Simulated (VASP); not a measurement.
## Bi: electric field gradients with LDA

Crystal: Bi.

```
CELL_PARAMETERS angstrom
2.22034 1.25005 3.91815
-2.32566 1.29551 3.96361
-0.01329 -2.66417 3.98025
ATOMIC_POSITIONS crystal
Bi 0.23389 0.23389 0.23389
Bi 0.76611 0.76611 0.76611
```

This cell differs from its parent crystal: equal xy, yz and zx shear strains of -2 %.

```yaml
Program: VASP 6.6.1
Task: electric field gradients
Functional: LDA
Potentials_or_basis: VASP PAW LDA potentials, release 64 (Bi_d)
Cutoff: 520 eV
k_mesh: 11 × 11 × 11
Occupations: fermi-dirac, width 0.03 eV
Spin: no spin polarisation
Dipole_correction: no
Further_INCAR_settings: ALGO = Normal; EDIFF = 1e-08; NBANDS = 22
```

```yaml
Pressure: -1.7 GPa
Largest_force: 0.144 eV/Å
Band_gap_on_the_k_mesh: zero (bands 15 and 16 overlap by 0.17 eV)
Largest_electric_field_gradient_by_atom: Bi -48.0 V/Å²
```

Forces on the atoms (eV/Å):
```
Bi   0.059  0.117  0.060
Bi  -0.059 -0.117 -0.060
```

Stress tensor (GPa, compression positive):
```
-2.24  0.19  0.43
 0.19 -1.35  0.89
 0.43  0.89 -1.65
```

Levels at points of the mesh, in eV from the Fermi level:
```
           k point  band 13  band 14  band 15  band 16  band 17  band 18
(0.00, 0.00, 0.00)    -1.49    -1.32    -1.03     2.46     2.80     3.11
```

Electric field gradients, principal values (V/Å²):
```csv
atom,least,middle,greatest (by size)
1 Bi,17.749,30.256,-48.006
2 Bi,17.749,30.256,-48.006
```

It took 3.1 min on 4 MPI ranks on Intel(R) Xeon(R) Platinum 8259CL CPU @ 2.50GHz (Skylake/Cascade Lake) (shared host), peak memory 0.8 GiB a rank.

Caveat: the cell differs from its parent crystal (equal xy, yz and zx shear strains of -2 %); without QUAD_EFG the Cq values of the log hold for a quadrupole moment of 1 mb, not for the nuclei; spin-orbit coupling is left out, which moves the levels of the heavy elements.
